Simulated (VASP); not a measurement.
Wanted: the native input for a VASP 6.6.1 run.

```
Task                               : single point
Functional                         : r2SCAN50
Potentials or basis                : VASP PAW PBE potentials, release 64 (Zn, Se)
Cutoff                             : 520 eV
k mesh                             : 4 × 4 × 4
Occupations                        : gaussian, width 0.05 eV
Spin                               : no spin polarisation
Dipole correction                  : no
Grid for exact exchange (PRECFOCK) : Normal
Further INCAR settings             : ALGO = Normal; EDIFF = 1e-06; NBANDS = 16
```

ZnSe:

```xyz
2
Lattice="0.0000 2.8338 2.8338 2.8338 0.0000 2.8338 2.8338 2.8338 0.0000" Properties=species:S:1:pos:R:3 pbc="T T T"
Zn    0.0000    0.0000    0.0000
Se    4.2507    4.2507    4.2507
```

One way to write it, as run:

POSCAR

```
ZnSe
1.0
    0.0000000000      2.8337995388      2.8337995388
    2.8337995388      0.0000000000      2.8337995388
    2.8337995388      2.8337995388      0.0000000000
Zn Se
1 1
Direct
    0.0000000000      0.0000000000      0.0000000000
    0.7500000000      0.7500000000      0.7500000000
```

INCAR.step1

```
SYSTEM = ZnSe
ALGO = Normal
EDIFF = 1E-5
ENCUT = 520
GGA = PE
ISIF = 2
ISMEAR = 0
LASPH = .TRUE.
LCHARG = .FALSE.
LREAL = .FALSE.
LWAVE = .TRUE.
NBANDS = 16
NELM = 100
PREC = Accurate
SIGMA = 0.05
```

INCAR.step2

```
SYSTEM = ZnSe
AEXX = 0.5
ALGO = Normal
EDIFF = 1E-6
ENCUT = 520
ISIF = 2
ISMEAR = 0
ISTART = 1
LASPH = .TRUE.
LCHARG = .FALSE.
LHFCALC = .TRUE.
LMIXTAU = .TRUE.
LREAL = .FALSE.
LWAVE = .FALSE.
METAGGA = R2SCAN
NBANDS = 16
NELM = 100
PREC = Accurate
PRECFOCK = Normal
SIGMA = 0.05
```

KPOINTS

```
k-points
0
G
  4 4 4
  0 0 0
```

Potentials or basis: VASP PAW PBE potentials, release 64 (Zn, Se).

Run with:

```sh
$ cat potpaw_PBE.64/Zn/POTCAR potpaw_PBE.64/Se/POTCAR > POTCAR
$ cp INCAR.step1 INCAR
$ mpirun -np 1 vasp_std > vasp.out
$ cp INCAR.step2 INCAR
$ mpirun -np 1 vasp_std > vasp.out
```

Results of the run:

| Quantity | Value |
| --- | --- |
| Pressure | -0.6 GPa |
| Band gap on the k mesh | 5.14 eV, direct |

Caveat: the k points lie up to 0.48 Å⁻¹ apart; the PAW data sets were made with another functional, which shifts forces and pressure a little.

Wall time 4.5 min on 1 thread of Intel(R) Xeon(R) 6975P-C (Granite Rapids), with other jobs on the host, peak memory 0.18 GiB.
